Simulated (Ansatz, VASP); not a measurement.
## MgO: VASP beside Ansatz

```xyz
2
Lattice="0.0000 2.3062 2.3062 2.3062 0.0000 2.3062 2.3062 2.3062 0.0000" Properties=species:S:1:pos:R:3 pbc="T T T"
Mg    2.3062    2.3062    2.3062
O     3.4592    3.4592    3.4592
```

Alike in both runs: task single point; functional PBE; k mesh 7 × 7 × 7; occupations fermi-dirac, width 0.05 eV; no spin polarisation.

```csv
,VASP,Ansatz
version,VASP 6.6.1,Ansatz 0.2.0
potentials or method,"VASP PAW PBE potentials, release 64 (Mg, O)",Ansatz PAW
plane-wave cutoff (eV),520,420
valence electrons in the cell,8,16
```

```csv
,VASP,Ansatz,Ansatz less VASP
gap on the k mesh at the Fermi level (eV),3.46,3.48,+0.017
least direct gap on the mesh (eV),3.46,3.48,+0.017
pressure (GPa),-0.4,0.0,+0.40
```

With one functional, cell and mesh, what is left measures potentials, basis and numerics. VASP's potentials hold 8 valence electrons a cell and Ansatz's 16, so a difference there can come from the potentials and not from the codes.

Noted on Ansatz's run: odd divisions of the mesh miss points on the zone boundary, where band edges often lie, so the gap on the mesh can be too wide.
